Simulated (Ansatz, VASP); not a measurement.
## Two plane-wave programs on CdS

```
Cd S
1.0
     4.19696    0.00000    0.00000
    -2.09848    3.63467    0.00000
     0.00000    0.00000    6.82791
Cd S
2 2
Direct
  0.33333 0.66667 0.99920
  0.66667 0.33333 0.49920
  0.33333 0.66667 0.37580
  0.66667 0.33333 0.87580
```

Alike in both runs: task relaxation of cell and atoms; functional LDA; k mesh 6 × 6 × 4; occupations gaussian, width 0.02 eV; no spin polarisation.

|  | VASP | Ansatz |
| --- | --- | --- |
| version | VASP 6.6.1 | Ansatz 0.2.0 |
| potentials or method | VASP PAW LDA potentials, release 64 (Cd_sv_GW, S), cutoff 540 eV | scalar-relativistic, plane waves, PAW |
| valence electrons in the cell | 52 | 52 |

```csv
,VASP,Ansatz,Ansatz less VASP
"gap on the k mesh at the Fermi level, each at its own relaxed structure (eV)",1.06,1.03,-0.038
relaxed volume (Å³/atom),23.68,23.85,+0.169
relaxed cell length with the largest relative difference (Å),6.617,6.635,+0.0183
```

LDA's correlation is that of Perdew and Zunger in VASP and of Perdew and Wang (1992) in Ansatz.
